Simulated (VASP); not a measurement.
# Si4O7 (a cell with a defect): single point with PBE

Si4O7 (a cell with a defect):

```
Si O
1.0
     5.07998    0.00000    0.00000
     0.00000    5.07998    0.00000
     0.00000    0.00000    7.09148
Si O
4 7
Cartesian
  1.4957 1.4957 0.0000
  1.0443 4.0357 1.7729
  3.5843 3.5843 3.5457
  4.0357 1.0443 5.3186
  2.0593 3.7641 3.0127
  3.8559 4.5992 4.7856
  3.0207 1.3159 6.5584
  3.7641 2.0593 4.0788
  4.3525 4.1991 2.4602
  1.3159 3.0207 0.5331
  0.4807 1.2241 5.8517
```

This cell differs from its parent crystal: atoms taken out, atom 9 moved 0.000 of the way to it and +0.450 Å across, host rigid.

```json
{
 "Program": "VASP 6.6.1",
 "Task": "single point",
 "Functional": "PBE",
 "Potentials or basis": "VASP PAW PBE potentials, release 64 (Si, O)",
 "Cutoff": "520 eV",
 "k mesh": "4 × 4 × 4",
 "Occupations": "gaussian, width 0.05 eV",
 "Spin": "no spin polarisation",
 "Dipole correction": "no",
 "Further INCAR settings": "ALGO = Normal; EDIFF = 1e-06; NBANDS = 40"
}
```

```json
{
 "Pressure": "1.4 GPa",
 "Largest force": "11.423 eV/Å",
 "Band gap on the k mesh": "2.50 eV"
}
```

Forces in eV/Å, atoms in the order of the input:
```
Si  -0.256 -2.548  0.975
Si  -1.519  3.290  0.069
Si  -3.643 -1.899  5.586
Si  -0.032 -0.771 -0.315
O   -2.042 -0.428 -0.077
O   -0.294  0.336  1.394
O    0.006  0.272  0.148
O    0.128  0.203 -0.312
O    8.192  1.428 -7.832
O   -0.536 -0.069  0.491
O   -0.002  0.187 -0.127
```

Stress tensor (GPa, compression positive):
```
 0.75  2.05 -2.47
 2.05 -1.86  0.91
-2.47  0.91  5.38
```

Levels at points of the mesh, in eV from the valence-band top:
```tsv
k point	band 25	band 26	band 27	band 28	band 29	band 30	band 31	band 32	band 33	band 34
(0.00, 0.00, 0.00)	-2.88	-2.51	-2.19	-1.80	-1.00	3.42	4.29	5.54	5.83	6.73
(0.50, 0.00, 0.00)	-3.15	-2.93	-2.32	-2.04	-0.84	3.57	4.64	5.60	6.22	6.60
(0.00, 0.50, 0.00)	-2.86	-2.60	-2.50	-1.97	0.00	2.50	4.98	5.42	5.66	6.57
(0.50, 0.50, 0.00)	-2.99	-2.81	-2.50	-2.07	-0.06	2.73	4.99	5.30	5.95	6.54
(0.00, 0.00, 0.50)	-2.68	-2.55	-2.28	-1.93	-0.79	3.06	4.87	4.99	6.34	6.62
(0.50, 0.00, 0.50)	-3.08	-2.83	-2.21	-1.99	-0.96	3.63	5.06	5.63	6.06	6.18
(0.00, 0.50, 0.50)	-2.88	-2.61	-2.54	-1.84	-0.08	2.60	4.89	5.41	5.62	6.32
(0.50, 0.50, 0.50)	-2.83	-2.73	-2.67	-2.15	0.00	2.72	5.00	5.40	5.98	7.05
```

Run time: 4.1 min on 1 thread of Intel(R) Xeon(R) Platinum 8488C (Sapphire Rapids) (shared host), peak memory 0.38 GiB.

Caveat: the cell differs from its parent crystal (atoms taken out, atom 9 moved 0.000 of the way to it and +0.450 Å across, host rigid).
